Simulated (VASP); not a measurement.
Set up this calculation in VASP 6.6.1, as the native input.

- Task: density of states
- Functional: PBE
- Potentials or basis: VASP PAW PBE potentials, release 64 (B)
- Cutoff: 520 eV
- k mesh: 15 × 15 × 5
- Occupations: fermi-dirac, width 0.05 eV
- Spin: no spin polarisation
- Dipole correction: no
- k mesh for the DOS: 23 × 23 × 8
- Occupations for the DOS: tetrahedron
- Further INCAR settings: ALGO = Normal; EDIFF = 1e-07; NBANDS = 14

B:

```
CELL_PARAMETERS angstrom
2.99371 0.00000 0.00000
-1.49685 2.59263 0.00000
0.00000 0.00000 4.04310
ATOMIC_POSITIONS crystal
B 0.00000 0.00000 0.25000
B 0.00000 0.00000 0.75000
B 0.33333 0.66667 0.25000
B 0.66667 0.33333 0.75000
```

One way to write it, as run:

POSCAR

```
B
1.0
    2.9937075309      0.0000000000      0.0000000000
   -1.4968537654      2.5926267733      0.0000000000
    0.0000000000      0.0000000000      4.0430974224
B
4
Direct
    0.0000000000      0.0000000000      0.2500000000
    0.0000000000      0.0000000000      0.7500000000
    0.3333333333      0.6666666667      0.2500000000
    0.6666666667      0.3333333333      0.7500000000
```

INCAR.step1

```
SYSTEM = B
PREC = Accurate
ENCUT = 520
EDIFF = 1E-7
ISMEAR = -1
SIGMA = 0.05
LREAL = .FALSE.
LASPH = .TRUE.
NELM = 60
ALGO = Normal
ISIF = 2
LWAVE = .FALSE.
LCHARG = .TRUE.
GGA = PE
NBANDS = 14
```

KPOINTS.step1

```
regular mesh
0
G
  15 15 5
  0 0 0
```

INCAR.step2

```
SYSTEM = B
PREC = Accurate
ENCUT = 520
EDIFF = 1E-7
ISMEAR = -5
SIGMA = 0.05
LREAL = .FALSE.
LASPH = .TRUE.
NELM = 60
ALGO = Normal
ISIF = 2
LWAVE = .FALSE.
LCHARG = .FALSE.
GGA = PE
LORBIT = 11
NBANDS = 14
NEDOS = 1001
ICHARG = 11
```

KPOINTS.step2

```
regular mesh
0
G
  23 23 8
  0 0 0
```

Potentials or basis: VASP PAW PBE potentials, release 64 (B).

Launch:

```sh
$ cat potpaw_PBE.64/B/POTCAR > POTCAR
$ cp INCAR.step1 INCAR
$ cp KPOINTS.step1 KPOINTS
$ mpirun -np 1 vasp_std > vasp.out
$ cp INCAR.step2 INCAR
$ cp KPOINTS.step2 KPOINTS
$ mpirun -np 1 vasp_std > vasp.out
```

It gave:

```json
{
 "Valence electrons inside the program's atomic spheres": "B 1.93, 1.81"
}
```

Run time: 27 s on 1 thread of Intel(R) Xeon(R) 6975P-C (Granite Rapids) (shared host), peak memory 0.21 GiB.
